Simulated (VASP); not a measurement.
The system is Si.

```
CELL_PARAMETERS angstrom
0.00000 2.71550 2.71550
2.71550 0.00000 2.71550
2.71550 2.71550 0.00000
ATOMIC_POSITIONS crystal
Si 0.00000 0.00000 0.00000
Si 0.25000 0.25000 0.25000
```

Base run:

| Property | Result |
| --- | --- |
| Program | VASP 6.6.1 |
| Functional | PBE |
| Potentials or basis | VASP PAW PBE potentials, release 64 (Si) |
| Cutoff | 400 eV |
| k mesh | 12 × 12 × 12 |
| Occupations | gaussian, width 0.01 eV |
| Spin | no spin polarisation |

Its results: band gap on the k mesh 0.57 eV (least direct gap 2.57 eV); pressure 1.9 GPa.

Problem. The run is repeated on the same cell with these changes: functional from PBE to LDA; potentials or basis from VASP PAW PBE potentials, release 64 (Si) to VASP PAW LDA potentials, release 64 (Si). What comes out?

Solution. Band gap on the k mesh 0.47 eV (least direct gap 2.52 eV); pressure -1.5 GPa.

A k mesh can miss the band edges.
